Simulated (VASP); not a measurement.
# AlN (I-4m2) in VASP: further runs

The runs below take AlN through single point, with PBE.

Program: VASP 6.6.1. These are calculated values, not measurements. Logs are shortened: lines on timing, memory, paths and dates and some standing lists are left out, and cuts for length are marked.

## Step 1: The cell of the first run

The structure is tetragonal, space group I-4m2 (No. 119). Conventional cell: a = 2.903 Å, b = 2.903 Å, c = 4.368 Å, α = 90.00°, β = 90.00°, γ = 90.00°. Al (site symmetry -4m2) has 4 N at 1.82 Å within 2.4 Å. Within 2.4 Å of N (site symmetry -4m2) lie 4 Al at 1.82 Å.

## Step 2: Single point, PBE (strain -0.0600 x Voigt [1, 1, 0, 0, 0, 0])

Input file INCAR:

```
PREC = Accurate ; ENCUT = 520
EDIFF = 1E-6 ; ISMEAR = 0
SIGMA = 0.05 ; LREAL = F
LASPH = T ; NELM = 100
ALGO = Normal ; ISIF = 2
LWAVE = F ; LCHARG = F
GGA = PE ; NBANDS = 11
```

Input file KPOINTS:

```
regular mesh
0
Gamma
  10 10 10
```

Input file POSCAR:

```
AlN
1.0
    0.0000000000      2.0529539460      2.1839935596
    2.0529539460      0.0000000000      2.1839935596
    2.0529539460      2.0529539460      0.0000000000
Al N
1 1
Direct
    0.0000000000      0.0000000000      0.0000000000
    0.7500000000      0.7500000000      0.7500000000
```

Potentials or basis: VASP PAW PBE potentials, release 64 (Al, N).

Run with:

```console
$ cat potpaw_PBE.64/Al/POTCAR potpaw_PBE.64/N/POTCAR > POTCAR
$ mpirun -np 1 vasp_std > vasp.out
```

OUTCAR:

```text
PREC = Accurate
   ENCUT = 520
   EDIFF = 1E-6
   ISMEAR = 0
   LREAL = F
   LASPH = T
   NELM = 100
   ISIF = 2
   GGA = PE

 ion  position               nearest neighbor table
   1  0.000  0.000  0.000-   2 1.82   2 1.82   2 1.82   2 1.82
   2  0.750  0.750  0.750-   1 1.82   1 1.82   1 1.82   1 1.82

  LATTYP: Found a body centered tetragonal cell.
 ALAT       =     2.9033153134
 C/A-ratio  =     1.5044825132

  Lattice vectors:

 A1 = (  -2.0529539460,   0.0000000000,   2.1839935596)
 A2 = (   2.0529539460,   0.0000000000,   2.1839935596)
 A3 = (   0.0000000000,   2.0529539460,  -2.1839935596)

Analysis of symmetry for initial positions (statically):
=====================================================================
 Subroutine PRICEL returns:
 Original cell was already a primitive cell.

 Routine SETGRP: Setting up the symmetry group for a
 body centered tetragonal supercell.

 Subroutine GETGRP returns: Found  8 space group operations
 (whereof  8 operations were pure point group operations)
 out of a pool of 16 trial point group operations.

The static configuration has the point symmetry D_2d.

Analysis of symmetry for dynamics (positions and initial velocities):
=====================================================================
 Subroutine PRICEL returns:
 Original cell was already a primitive cell.

 Routine SETGRP: Setting up the symmetry group for a
 body centered tetragonal supercell.

 Subroutine GETGRP returns: Found  8 space group operations
 (whereof  8 operations were pure point group operations)
 out of a pool of 16 trial point group operations.

The dynamic configuration has the point symmetry D_2d.

 Subroutine INISYM returns: Found  8 space group operations
 (whereof  8 operations are pure point group operations),
 and found     1 'primitive' translations

----------------------------------------------------------------------------------------

                                     Primitive cell

  volume of cell :      18.4094

  direct lattice vectors                    reciprocal lattice vectors
     0.000000000  2.052953946  2.183993560    -0.243551494  0.243551494  0.228938404
     2.052953946  0.000000000  2.183993560     0.243551494 -0.243551494  0.228938404
     2.052953946  2.052953946  0.000000000     0.243551494  0.243551494 -0.228938404

  length of vectors
     2.997406841  2.997406841  2.903315313     0.413578835  0.413578835  0.413578835

  position of ions in fractional coordinates (direct lattice)
     0.000000000  0.000000000  0.000000000
     0.750000000  0.750000000  0.750000000

  ion indices of the primitive-cell ions
   primitive index   ion index
                 1           1
                 2           2

----------------------------------------------------------------------------------------

 KPOINTS: regular mesh

Automatic generation of k-mesh.
 Grid dimensions read from file:
 generate k-points for:   10   10   10

 Generating k-lattice:

  Cartesian coordinates                     Fractional coordinates (reciprocal lattice)
    -0.024355149  0.024355149  0.022893840     0.100000000 -0.000000000  0.000000000
     0.024355149 -0.024355149  0.022893840    -0.000000000  0.100000000  0.000000000
     0.024355149  0.024355149 -0.022893840     0.000000000  0.000000000  0.100000000

  Length of vectors
     0.041357884  0.041357884  0.041357884

  Shift w.r.t. Gamma in fractional coordinates (k-lattice)
     0.000000000  0.000000000  0.000000000

 Subroutine IBZKPT returns following result:
 ===========================================

 Found    102 irreducible k-points:

 Following reciprocal coordinates:
            Coordinates               Weight
  0.000000  0.000000  0.000000      1.000000
  0.100000  0.000000  0.000000      8.000000
  0.200000  0.000000  0.000000      8.000000
  0.300000  0.000000  0.000000      8.000000
  0.400000  0.000000  0.000000      8.000000
  0.500000  0.000000  0.000000      4.000000
[... 16 lines left out ...]
  0.300000  0.300000  0.000000      2.000000
  0.400000  0.300000  0.000000      8.000000
 [... further k-points ...]
   k-points           NKPTS =    102   k-points in BZ     NKDIM =    102   number of bands    NBANDS=     11
   number of dos      NEDOS =    301   number of ions     NIONS =      2
   total plane-waves  NPLWV =  13824
   dimension x,y,z NGX =    24 NGY =   24 NGZ =   24
   dimension x,y,z NGXF=    48 NGYF=   48 NGZF=   48
   ions per type =               1   1
   NGX,Y,Z   is equivalent  to a cutoff of  13.31, 13.31, 13.74 a.u.
   NGXF,Y,Z  is equivalent  to a cutoff of  26.62, 26.62, 27.49 a.u.
 SYSTEM =  unknown system
   PREC   = accura    normal or accurate (medium, high low for compatibility)
   ISTART =      0    job   : 0-new  1-cont  2-samecut
   ICHARG =      2    charge: 1-file 2-atom 10-const
   ISPIN  =      1    spin polarized calculation?
   LNONCOLLINEAR =      F non collinear calculations
   LSORBIT =      F    spin-orbit coupling
   LASPH  =      T    aspherical Exc in radial PAW
   ENCUT  =  520.0 eV  38.22 Ry    6.18 a.u.   5.57  5.57  5.40*2*pi/ulx,y,z
   NELM   =    100;   NELMIN=  2; NELMDL= -5     # of ELM steps
   EDIFF  = 0.1E-05   stopping-criterion for ELM
   LREAL  =      F    real-space projection
   EDIFFG = 0.1E-04   stopping-criterion for IOM
   NSW    =      0    number of steps for IOM
   IBRION =     -1    ionic relax: 0-MD 1-quasi-New 2-CG
   NFREE  =      0    steps in history (QN), initial steepest desc. (CG)
   ISIF   =      2    stress and relaxation
   ISYM   =      2    0-nonsym 1-usesym 2-fastsym
   POTIM  = 0.5000    time-step for ionic-motion
   TEBEG  =    0.0;   TEEND  =   0.0 temperature during run
   PSTRESS=    0.0 pullay stress
   NELECT =       8.0000    total number of electrons
   NUPDOWN=      -1.0000    fix difference up-down
   EMIN   =  10.00;   EMAX   =-10.00  energy-range for DOS
   EFERMI =   0.00;   METHOD = LEGACY
   ISMEAR =     0;   SIGMA  =   0.05  broadening in eV -4-tet -1-fermi 0-gaus
   EFERMI_NEDOS =   21; number of points for ismear=-14 and -15
   IALGO  =     38    algorithm
   IMIX   =      4    mixing-type and parameters
     AMIX     =   0.40;   BMIX     =  1.00
     AMIX_MAG =   1.60;   BMIX_MAG =  1.00
  volume/ion in A,a.u.               =       9.20        62.12
  Fermi-wavevector in a.u.,A,eV,Ry     =   1.240009  2.343278 20.920628  1.537623
  Thomas-Fermi vector in A             =   2.374468
   LORBIT       =      0    0 simple, 1 ext, 2 COOP (PROOUT), +10 PAW based schemes
   GGA     = PE    functional components
   LHFCALC =     F    Hartree Fock is set to
   AEXX    =    0.0000 exact exchange contribution
   IVDW    =     0    specifies the selected vdW correction
   LEPSILON=     F    determine dielectric tensor
   LRPA    =     F    only Hartree local field effects (RPA)
 non-spin polarized calculation
 Gauss-broadening in eV      SIGMA  =   0.05
  energy-cutoff  :      520.00
  volume of cell :       18.41
 maximum number of plane-waves:       517
 NGX is ok and might be reduce to    24
   NGX = 11   NGY = 11   NGZ = 11

 number of electron       8.0000001 magnetization

 Free energy of the ion-electron system (eV)
  ---------------------------------------------------
  ext. energy  EPLUGINS =         0.00000000
  ---------------------------------------------------
  free energy    TOTEN  =       -14.52232963 eV

  energy without entropy =      -14.52232963  energy(sigma->0) =      -14.52232963

 E-fermi :   7.6079     XC(G=0): -11.4891

 val. band max:        7.3574189702   @ k =  -0.1000   0.1000   0.0000
 cond. band min:      10.4948350574   @ k =   0.5000   0.0000   0.5000
 fundamental gap:      3.1374160872
 Fermi energy:         7.6079418987

 k-point     1 :       0.0000    0.0000    0.0000
  band No.  band energies     occupation
      1      -8.5252      2.00000
      2       7.0166      2.00000
      3       7.3199      2.00000
      4       7.3199      2.00000
      5      12.5336      0.00000
      6      21.0484      0.00000
      7      21.0484      0.00000
      8      21.0782      0.00000
      9      24.6007      0.00000
     10      25.9647      0.00000
     11      27.0347      0.00000

 k-point     2 :       0.1000    0.0000    0.0000
  band No.  band energies     occupation
      1      -8.3560      2.00000
      2       6.3803      2.00000
      3       7.0604      2.00000
      4       7.2875      2.00000
      5      13.1660      0.00000
      6      20.5288      0.00000
      7      21.2113      0.00000
      8      21.2443      0.00000
      9      23.5311      0.00000
     10      25.4430      0.00000
     11      26.9204      0.00000

 k-point     3 :       0.2000    0.0000    0.0000
  band No.  band energies     occupation
      1      -7.8716      2.00000
      2       4.6876      2.00000
      3       6.8552      2.00000
      4       7.2070      2.00000
      5      14.2767      0.00000
      6      19.4681      0.00000
      7      20.8002      0.00000
      8      21.3760      0.00000
      9      23.7450      0.00000
     10      24.4733      0.00000
     11      26.2191      0.00000

 k-point     4 :       0.3000    0.0000    0.0000
  band No.  band energies     occupation
      1      -7.1573      2.00000
      2       2.8719      2.00000
      3       6.6386      2.00000
      4       7.1153      2.00000
      5      15.0864      0.00000
      6      18.5141      0.00000
      7      19.9541      0.00000
      8      20.7307      0.00000
      9      25.1531      0.00000
     10      25.3785      0.00000
     11      26.3776      0.00000

 k-point     5 :       0.4000    0.0000    0.0000
  band No.  band energies     occupation
      1      -6.4225      2.00000
      2       1.4105      2.00000
      3       6.4762      2.00000
      4       7.0470      2.00000
      5      15.4432      0.00000
      6      18.0187      0.00000
      7      19.1882      0.00000
      8      20.0523      0.00000
      9      26.2932      0.00000
     10      27.2911      0.00000
     11      28.0311      0.00000
[... 211 lines left out ...]
 k-point    21 :      -0.3000    0.2000    0.0000
  band No.  band energies     occupation
      1      -6.2058      2.00000
      2       2.1100      2.00000
      3       4.5756      2.00000
      4       6.9965      2.00000
      5      15.8579      0.00000
      6      17.6800      0.00000
      7      19.7595      0.00000
      8      20.9147      0.00000
      9      24.9397      0.00000
     10      27.9802      0.00000
     11      29.3936      0.00000

 k-point    22 :      -0.2000    0.2000    0.0000
  band No.  band energies     occupation
      1      -6.8749      2.00000
      2       3.0655      2.00000
      3       5.1682      2.00000
      4       7.2300      2.00000
      5      15.7217      0.00000
      6      18.5972      0.00000
      7      19.3057      0.00000
      8      21.1882      0.00000
      9      23.3722      0.00000
     10      27.5558      0.00000
     11      28.5155      0.00000

 k-point    23 :       0.3000    0.3000    0.0000
  band No.  band energies     occupation
      1      -6.8560      2.00000
      2       3.2864      2.00000
      3       6.1870      2.00000
      4       6.1870      2.00000
      5      12.8391      0.00000
      6      18.1492      0.00000
      7      19.8241      0.00000
      8      23.5027      0.00000
      9      23.5027      0.00000
     10      29.7209      0.00000
     11      32.7265      0.00000

 k-point    24 :       0.4000    0.3000    0.0000
  band No.  band energies     occupation
      1      -6.3206      2.00000
      2       2.5681      2.00000
      3       5.5771      2.00000
      4       6.0476      2.00000
      5      12.4752      0.00000
      6      18.0617      0.00000
      7      20.3833      0.00000
      8      23.6245      0.00000
      9      24.1154      0.00000
     10      30.5196      0.00000
     11      32.6910      0.00000

 [... further k-points ...]
[... 5 lines left out ...]
  --------------------------------------------------------------------------------------
  -------------------------------------------------------------------------------------
  Total        4.6399282      4.6399282      3.6045554      0.0000000      0.0000000     -0.0000000
  in kB      403.8146603    403.8146603    313.7057818      0.0000000      0.0000000     -0.0000000
  external PRESSURE =     373.7783675 kB  Pullay stress =       0.0000000 kB

 VOLUME and BASIS-vectors are now :
 -----------------------------------------------------------------------------
  energy-cutoff  :      520.00
  volume of cell :       18.41
      direct lattice vectors                 reciprocal lattice vectors
     0.000000000  2.052953946  2.183993560    -0.243551494  0.243551494  0.228938404
     2.052953946  0.000000000  2.183993560     0.243551494 -0.243551494  0.228938404
     2.052953946  2.052953946  0.000000000     0.243551494  0.243551494 -0.228938404

 POSITION                                       TOTAL-FORCE (eV/Angst)
 -----------------------------------------------------------------------------------
      0.00000      0.00000      0.00000         0.000000      0.000000      0.000000
      3.07943      3.07943      3.27599        -0.000000     -0.000000      0.000000
 -----------------------------------------------------------------------------------
    total drift:                                0.000000      0.000000     -0.000000

  FREE ENERGIE OF THE ION-ELECTRON SYSTEM (eV)
  ---------------------------------------------------
  free  energy   TOTEN  =       -14.5223296339 eV

  energy  without entropy=      -14.5223296339  energy(sigma->0) =      -14.52232963
```

It took 9.1 s on 1 thread of Intel Xeon Platinum 8488C (Sapphire Rapids), shared host; peak memory 0.14 GiB.

Results:

```yaml
Free_energy: -14.5223 eV
Pressure: 37.4 GPa
Band_gap_on_the_k_mesh: 3.14 eV, indirect (least direct gap 5.15 eV)
```

Levels at points of the mesh, in eV from the valence-band top:
```csv
k point,band 1,band 2,band 3,band 4,band 5,band 6,band 7,band 8
"(0.00, 0.00, 0.00)",-15.88,-0.34,-0.04,-0.04,5.18,13.69,13.69,13.72
"(0.50, 0.00, 0.00)",-13.44,-6.54,-0.94,-0.34,8.16,10.57,11.48,12.44
"(0.50, 0.50, 0.00)",-12.90,-5.86,-1.66,-1.66,3.48,9.84,14.79,17.56
"(0.50, 0.00, 0.50)",-12.57,-5.24,-2.23,-2.22,3.14,8.90,15.93,15.97
```

Caveat: the cell differs from its parent crystal (strain -0.0600 x Voigt [1, 1, 0, 0, 0, 0]). A k mesh can miss the band edges.

## Step 3: Single point, PBE (strain -0.0450 x Voigt [1, 1, 0, 0, 0, 0])

Input file INCAR:

```
SYSTEM = AlN
ALGO = Normal
EDIFF = 1E-7
ENCUT = 520
GGA = PE
ISIF = 2
ISMEAR = 0
LASPH = .TRUE.
LCHARG = .FALSE.
LREAL = .FALSE.
LWAVE = .FALSE.
NBANDS = 11
NELM = 100
PREC = Accurate
SIGMA = 0.05
```

Input file KPOINTS:

```
k-points
0
G
  10 10 10
  0 0 0
```

Input file POSCAR:

```
AlN
1.0
    0.0000000000      2.0857138494      2.1839935596
    2.0857138494      0.0000000000      2.1839935596
    2.0857138494      2.0857138494      0.0000000000
Al N
1 1
Direct
    0.0000000000      0.0000000000      0.0000000000
    0.7500000000      0.7500000000      0.7500000000
```

Potentials or basis: VASP PAW PBE potentials, release 64 (Al, N).

Run with:

```console
$ cat potpaw_PBE.64/Al/POTCAR potpaw_PBE.64/N/POTCAR > POTCAR
$ mpirun -np 1 vasp_std > vasp.out
```

Run time: 12 s. Hardware: 1 thread of Intel Xeon Platinum 8488C (Sapphire Rapids), shared host; peak memory 0.14 GiB.

Results (log left out):

```
Free energy            : -14.6520 eV
Pressure               : 27.7 GPa
Band gap on the k mesh : 3.19 eV, indirect (least direct gap 4.95 eV)
```

Stress tensor (GPa, compression positive):
```
29.83  0.00  0.00
 0.00 29.83  0.00
 0.00  0.00 23.31
```

Levels at points of the mesh, in eV from the valence-band top:
```tsv
k point	band 1	band 2	band 3	band 4	band 5	band 6	band 7	band 8	band 9
(0.00, 0.00, 0.00)	-15.63	-0.24	-0.02	-0.02	4.93	13.40	13.40	13.43	17.41
(0.50, 0.00, 0.00)	-13.30	-6.35	-0.80	-0.37	8.02	10.40	11.34	12.10	19.07
(0.50, 0.50, 0.00)	-12.73	-5.60	-1.69	-1.69	3.44	9.54	14.58	17.09	17.09
(0.50, 0.00, 0.50)	-12.49	-5.14	-2.10	-2.09	3.19	8.84	15.44	15.91	17.44
```

Caveat: the cell differs from its parent crystal (strain -0.0450 x Voigt [1, 1, 0, 0, 0, 0]). A k mesh can miss the band edges.
